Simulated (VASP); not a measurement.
# B2W (P6/mmm) in VASP: a series of runs, part 3 of 3

VASP 6.6.1. Earlier steps stand in the parts before.

## 4. Single point, LDA (8.51 Å³/atom)

This run uses another cell than the first one, of 8.51 Å³/atom.

The input, INCAR:

```
ALGO = Normal ; EDIFF = 1E-7
ENCUT = 520 ; ISIF = 2
ISMEAR = -1 ; LASPH = True
LCHARG = True ; LELF = True
LREAL = False ; LVHAR = True
LWAVE = False ; NBANDS = 17
NELM = 80 ; PREC = Accurate
SIGMA = 0.05
```

The input, KPOINTS:

```
k-points
0
Gamma
  14 14 12
```

The input, POSCAR:

```
B2W
1.0
    3.0792321721      0.0000000000      0.0000000000
   -1.5396160861      2.6666932852      0.0000000000
    0.0000000000      0.0000000000      3.1098191084
B W
2 1
Direct
    0.3333333333      0.6666666667      0.5000000000
    0.6666666667      0.3333333333      0.5000000000
    0.0000000000      0.0000000000      0.0000000000
```

Potentials or basis: VASP PAW LDA potentials, release 64 (B, W_sv).

On the command line:

```sh
$ cat potpaw_LDA.64/B/POTCAR potpaw_LDA.64/W_sv/POTCAR > POTCAR
$ mpirun -np 1 vasp_std > vasp.out
```

OUTCAR:

```text
EDIFF = 1E-7
   ENCUT = 520
   ISIF = 2
   ISMEAR = -1
   LASPH = True
   LREAL = False
   NELM = 80
   PREC = Accurate

 ion  position               nearest neighbor table
   1  0.333  0.667  0.500-   2 1.78   2 1.78   2 1.78   3 2.36   3 2.36   3 2.36   3 2.36   3 2.36
                             3 2.36
   2  0.667  0.333  0.500-   1 1.78   1 1.78   1 1.78   3 2.36   3 2.36   3 2.36   3 2.36   3 2.36
                             3 2.36
   3  0.000  0.000  0.000-   1 2.36   2 2.36   1 2.36   2 2.36   2 2.36   2 2.36   1 2.36   1 2.36
                             2 2.36   2 2.36   1 2.36   1 2.36

  LATTYP: Found a hexagonal cell.
 ALAT       =     3.0792321721
 C/A-ratio  =     1.0099332998

  Lattice vectors:

 A1 = (   3.0792321721,   0.0000000000,   0.0000000000)
 A2 = (  -1.5396160861,   2.6666932852,   0.0000000000)
 A3 = (   0.0000000000,   0.0000000000,   3.1098191084)

Analysis of symmetry for initial positions (statically):
=====================================================================
 Subroutine PRICEL returns:
 Original cell was already a primitive cell.

 Routine SETGRP: Setting up the symmetry group for a
 hexagonal supercell.

 Subroutine GETGRP returns: Found 24 space group operations
 (whereof 24 operations were pure point group operations)
 out of a pool of 24 trial point group operations.

The static configuration has the point symmetry D_6h.

Analysis of symmetry for dynamics (positions and initial velocities):
=====================================================================
 Subroutine PRICEL returns:
 Original cell was already a primitive cell.

 Routine SETGRP: Setting up the symmetry group for a
 hexagonal supercell.

 Subroutine GETGRP returns: Found 24 space group operations
 (whereof 24 operations were pure point group operations)
 out of a pool of 24 trial point group operations.

The dynamic configuration has the point symmetry D_6h.

 Subroutine INISYM returns: Found 24 space group operations
 (whereof 24 operations are pure point group operations),
 and found     1 'primitive' translations

----------------------------------------------------------------------------------------

                                     Primitive cell

  volume of cell :      25.5359

  direct lattice vectors                    reciprocal lattice vectors
     3.079232172  0.000000000  0.000000000     0.324756285  0.187498128  0.000000000
    -1.539616086  2.666693285  0.000000000     0.000000000  0.374996257  0.000000000
     0.000000000  0.000000000  3.109819108     0.000000000  0.000000000  0.321562112

  length of vectors
     3.079232172  3.079232172  3.109819108     0.374996257  0.374996257  0.321562112

  position of ions in fractional coordinates (direct lattice)
     0.333333333  0.666666667  0.500000000
     0.666666667  0.333333333  0.500000000
     0.000000000  0.000000000  0.000000000

  ion indices of the primitive-cell ions
   primitive index   ion index
                 1           1
                 2           2
                 3           3

----------------------------------------------------------------------------------------

 KPOINTS: k-points

Automatic generation of k-mesh.
 Grid dimensions read from file:
 generate k-points for:   14   14   12

 Generating k-lattice:

  Cartesian coordinates                     Fractional coordinates (reciprocal lattice)
     0.023196877  0.013392723  0.000000000     0.071428571  0.000000000  0.000000000
     0.000000000  0.026785447  0.000000000     0.000000000  0.071428571  0.000000000
     0.000000000  0.000000000  0.026796843     0.000000000  0.000000000  0.083333333

  Length of vectors
     0.026785447  0.026785447  0.026796843

  Shift w.r.t. Gamma in fractional coordinates (k-lattice)
     0.000000000  0.000000000  0.000000000

 Subroutine IBZKPT returns following result:
 ===========================================

 Found    168 irreducible k-points:

 Following reciprocal coordinates:
            Coordinates               Weight
  0.000000  0.000000  0.000000      1.000000
  0.071429  0.000000  0.000000      6.000000
  0.142857  0.000000  0.000000      6.000000
  0.214286  0.000000  0.000000      6.000000
  0.285714  0.000000  0.000000      6.000000
  0.357143  0.000000  0.000000      6.000000
[... 16 lines left out ...]
  0.285714  0.285714  0.000000      6.000000
  0.357143  0.285714  0.000000      6.000000
 [... further k-points ...]
   k-points           NKPTS =    168   k-points in BZ     NKDIM =    168   number of bands    NBANDS=     17
   number of dos      NEDOS =    301   number of ions     NIONS =      3
   total plane-waves  NPLWV =  13824
   dimension x,y,z NGX =    24 NGY =   24 NGZ =   24
   dimension x,y,z NGXF=    48 NGYF=   48 NGZF=   48
   ions per type =               2   1
   NGX,Y,Z   is equivalent  to a cutoff of  12.96, 12.96, 12.83 a.u.
   NGXF,Y,Z  is equivalent  to a cutoff of  25.91, 25.91, 25.66 a.u.
 SYSTEM =  unknown system
   PREC   = accura    normal or accurate (medium, high low for compatibility)
   ISTART =      0    job   : 0-new  1-cont  2-samecut
   ICHARG =      2    charge: 1-file 2-atom 10-const
   ISPIN  =      1    spin polarized calculation?
   LNONCOLLINEAR =      F non collinear calculations
   LSORBIT =      F    spin-orbit coupling
   LASPH  =      T    aspherical Exc in radial PAW
   ENCUT  =  520.0 eV  38.22 Ry    6.18 a.u.   5.73  5.73  5.78*2*pi/ulx,y,z
   NELM   =     80;   NELMIN=  2; NELMDL= -5     # of ELM steps
   EDIFF  = 0.1E-06   stopping-criterion for ELM
   LREAL  =      F    real-space projection
   EDIFFG = 0.1E-05   stopping-criterion for IOM
   NSW    =      0    number of steps for IOM
   IBRION =     -1    ionic relax: 0-MD 1-quasi-New 2-CG
   NFREE  =      0    steps in history (QN), initial steepest desc. (CG)
   ISIF   =      2    stress and relaxation
   ISYM   =      2    0-nonsym 1-usesym 2-fastsym
   POTIM  = 0.5000    time-step for ionic-motion
   TEBEG  =    0.0;   TEEND  =   0.0 temperature during run
   PSTRESS=    0.0 pullay stress
   NELECT =      20.0000    total number of electrons
   NUPDOWN=      -1.0000    fix difference up-down
   EMIN   =  10.00;   EMAX   =-10.00  energy-range for DOS
   EFERMI =   0.00;   METHOD = LEGACY
   ISMEAR =    -1;   SIGMA  =   0.05  broadening in eV -4-tet -1-fermi 0-gaus
   EFERMI_NEDOS =   21; number of points for ismear=-14 and -15
   IALGO  =     38    algorithm
   IMIX   =      4    mixing-type and parameters
     AMIX     =   0.40;   BMIX     =  1.00
     AMIX_MAG =   1.60;   BMIX_MAG =  1.00
  volume/ion in A,a.u.               =       8.51        57.44
  Fermi-wavevector in a.u.,A,eV,Ry     =   1.509042  2.851676 30.983287  2.277207
  Thomas-Fermi vector in A             =   2.619416
   LORBIT       =      0    0 simple, 1 ext, 2 COOP (PROOUT), +10 PAW based schemes
   GGA     = CA    functional components
   LHFCALC =     F    Hartree Fock is set to
   AEXX    =    0.0000 exact exchange contribution
   IVDW    =     0    specifies the selected vdW correction
   LEPSILON=     F    determine dielectric tensor
   LRPA    =     F    only Hartree local field effects (RPA)
 non-spin polarized calculation
  energy-cutoff  :      520.00
  volume of cell :       25.54
 maximum number of plane-waves:       700
 NGX is ok and might be reduce to    24
   NGX = 11   NGY = 11   NGZ = 11

 number of electron      20.0000005 magnetization

 Free energy of the ion-electron system (eV)
  ---------------------------------------------------
  ext. energy  EPLUGINS =         0.00000000
  ---------------------------------------------------
  free energy    TOTEN  =       -29.37591159 eV

  energy without entropy =      -29.36393323  energy(sigma->0) =      -29.36992241

 E-fermi :  12.7824     XC(G=0): -13.8546

 val. band max:       12.7822284341   @ k =   0.0714   0.0000   0.0833
 cond. band min:      12.7859125564   @ k =   0.2857   0.0714   0.4167
 fundamental gap:      0.0036841223
 Fermi energy:        12.7823719595

 k-point     1 :       0.0000    0.0000    0.0000
  band No.  band energies     occupation
      1     -61.9445      2.00000
      2     -26.5156      2.00000
      3     -26.2802      2.00000
      4     -26.2802      2.00000
      5      -3.2968      2.00000
      6       6.8669      2.00000
[... 457 lines left out ...]
      4     -26.4306      2.00000
      5       1.9995      2.00000
      6       2.2760      2.00000
[... 9 lines left out ...]
     16      22.4876      0.00000
     17      23.7396      0.00000

 [... further k-points ...]

------------------------ aborting loop because EDIFF is reached ----------------------------------------

  FORCE on cell =-STRESS in cart. coord.  units (eV):
  Direction    XX          YY          ZZ          XY          YZ          ZX
  --------------------------------------------------------------------------------------
  -------------------------------------------------------------------------------------
  Total       -0.7615321     -0.7615321      1.7905836      0.0000000      0.0000000     -0.0000000
  in kB      -47.7802206    -47.7802206    112.3452083      0.0000000      0.0000000     -0.0000000
  external PRESSURE =       5.5949224 kB  Pullay stress =       0.0000000 kB

 VOLUME and BASIS-vectors are now :
 -----------------------------------------------------------------------------
  energy-cutoff  :      520.00
  volume of cell :       25.54
      direct lattice vectors                 reciprocal lattice vectors
     3.079232172  0.000000000  0.000000000     0.324756285  0.187498128  0.000000000
    -1.539616086  2.666693285  0.000000000     0.000000000  0.374996257  0.000000000
     0.000000000  0.000000000  3.109819108     0.000000000  0.000000000  0.321562112

 POSITION                                       TOTAL-FORCE (eV/Angst)
 -----------------------------------------------------------------------------------
     -0.00000      1.77780      1.55491         0.000000     -0.000000      0.000000
      1.53962      0.88890      1.55491        -0.000000      0.000000     -0.000000
      0.00000      0.00000      0.00000        -0.000000      0.000000      0.000000
 -----------------------------------------------------------------------------------
    total drift:                               -0.000000      0.000000      0.000000

  FREE ENERGIE OF THE ION-ELECTRON SYSTEM (eV)
  ---------------------------------------------------
  free  energy   TOTEN  =       -29.3759115887 eV

  energy  without entropy=      -29.3639332342  energy(sigma->0) =      -29.36992241
```

Run time: 42 s. Hardware: 1 thread of Intel Xeon 8259CL, shared host; peak memory 0.19 GiB.

Results:

* Free energy: -29.3759 eV
* Pressure: 0.6 GPa
* Band gap on the k mesh: zero (bands 10 and 11 overlap by 4.37 eV)

Caveat: spin-orbit coupling is left out, which moves the levels of the heavy elements.

## 5. The runs side by side

```tsv
cell	gap on the mesh (eV)	pressure (GPa)
a = 3.040, b = 3.040, c = 3.070 Å, angles 90.0, 90.0, 120.0°, 3 atoms	none	15.6
a = 3.020, b = 3.020, c = 3.111 Å, angles 90.0, 90.0, 120.0°, 3 atoms	none	15.7
a = 3.079, b = 3.079, c = 3.110 Å, angles 90.0, 90.0, 120.0°, 3 atoms	none	0.6
```

Alike in all rows: task single point; level LDA; potentials or basis VASP PAW LDA potentials, release 64 (B, W_sv); no spin polarisation; k mesh 14 × 14 × 12; cutoff (eV) 520; smearing fermi-dirac 0.05 eV.

Caveats: spin-orbit coupling is left out, which moves the levels of the heavy elements; the cell stands under pressure (at least some runs).

Absolute energies hang on the potentials; compare differences alone.
